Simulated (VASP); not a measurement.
A run of VASP 6.6.1 is set up as follows.

Contents of INCAR:

```
ALGO     = Normal         # electronic algorithm
DIPOL    = 0.5 0.5 0.505
EDIFF    = 1E-6           # SCF threshold, eV
ENCUT    = 520            # plane-wave cutoff, eV
GGA      = PS             # functional
IDIPOL   = 3            
ISIF     = 2              # what is computed and relaxed
ISMEAR   = 0              # smearing method
LASPH    = T              # aspherical terms in the spheres
LCHARG   = F              # write CHGCAR
LDIPOL   = T            
LREAL    = F              # projectors in reciprocal space
LWAVE    = F              # write WAVECAR
NBANDS   = 36             # bands
NELM     = 80             # most SCF steps
PREC     = Accurate       # precision mode
SIGMA    = 0.1            # smearing width, eV
```

File KPOINTS:

```
k-points
0
Gamma
  10 10 1
```

File POSCAR:

```
Ti4HO
1.0
    2.8679135953      0.0000000000      0.0000000000
    0.0000000000      2.8679135953      0.0000000000
    0.0000000000      0.0000000000     25.9637634532
Ti O H
4 1 1
Direct
    0.5000000000      0.5000000000      0.3273793499
    0.0000000000      0.0000000000      0.4054851744
    0.5001433789      0.4999122035      0.4841253550
   -0.0001367727      0.0000823389      0.5675602669
    0.5001699743      0.4999037192      0.6039494231
    0.5002054230      0.4999048004      0.6423276000
```

Potentials or basis: VASP PAW PBE potentials, release 64 (Ti_sv, O, H).

Run with:

```bash
$ cat potpaw_PBE.64/Ti_sv/POTCAR potpaw_PBE.64/O/POTCAR potpaw_PBE.64/H/POTCAR > POTCAR
$ mpirun -np 1 vasp_std > vasp.out
```

Estimate the largest force.

0.567 eV/Å.

Forces in eV/Å, atoms in the order of the input:
```
Ti   0.000  0.000  0.567
Ti   0.001  0.000 -0.554
Ti  -0.001  0.001 -0.003
Ti   0.004 -0.003 -0.026
O   -0.003  0.002 -0.079
H    0.000  0.000  0.095
```

Caveat: the PAW data sets were made with another functional, which shifts forces and pressure a little; an odd number of electrons without spin polarisation forces a metal; a magnetic or distorted state may lie lower.
